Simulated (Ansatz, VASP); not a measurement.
## SrTlB6: VASP beside Ansatz

```
Sr Tl B
1.0
     3.96294    0.00000    0.00000
     0.00000    3.96294    0.00000
     0.00000    0.00000    6.81973
Sr Tl B
1 1 6
Cartesian
  0.0000 0.0000 3.4099
  0.0000 0.0000 0.0000
  1.9815 1.9815 0.0000
  1.9815 1.9815 3.4099
  1.9815 0.0000 1.4902
  1.9815 0.0000 5.3295
  0.0000 1.9815 1.4902
  0.0000 1.9815 5.3295
```

Change from the starting cell: species swapped into the LaEuPd6 type (P4/mmm, No. 123).

Alike in both runs: task relaxation of cell and atoms; functional PBE; k mesh 10 × 10 × 6; occupations gaussian, width 0.1 eV; no spin polarisation.

```csv
,VASP,Ansatz
version,VASP 6.6.1,Ansatz 0.2.0
potentials or method,"VASP PAW PBE potentials, release 64 (Sr_sv, Tl_d, B), cutoff 600 eV","scalar-relativistic, plane waves, PAW"
valence electrons in the cell,41,41
```

```tsv
	VASP	Ansatz	Ansatz less VASP
gap on the k mesh at the Fermi level, each at its own relaxed structure (eV)	none	none	-
relaxed volume (Å³/atom)	14.77	14.76	-0.008
relaxed cell length with the largest relative difference (Å)	6.127	6.123	-0.0039
```

A gap of «none» marks a metal or a gap that the smearing closes.

Neither program's run includes spin-orbit coupling.
